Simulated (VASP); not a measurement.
The system is Ni.

```
Ni
1.0
     0.00000    1.73306    1.73306
     1.73306    0.00000    1.73306
     1.73306    1.73306    0.00000
Ni
1
Cartesian
  0.0000 0.0000 0.0000
```

Base run:

| Item | Value |
| --- | --- |
| Program | VASP 6.6.1 |
| Functional | r2SCAN |
| Potentials or basis | VASP PAW PBE potentials, release 64 (Ni) |
| Cutoff | 520 eV |
| k mesh | 9 × 9 × 9 |
| Occupations | fermi-dirac, width 0.1 eV |
| Spin | no spin polarisation |

Its results: band gap on the k mesh zero (band 5 reaches 9.74 eV, above the bottom of band 6 at 8.67 eV); pressure 0.3 GPa.

Task: The run is repeated on the same cell with these changes: k mesh from 9 × 9 × 9 to 25 × 25 × 25. What comes out?

Result: Band gap on the k mesh zero (band 5 reaches 9.80 eV, above the bottom of band 6 at 8.68 eV); pressure 0.7 GPa.

Caveats: the PAW data sets were made with another functional, which shifts forces and pressure a little; the run has no spin polarisation, though such a crystal can be magnetic.
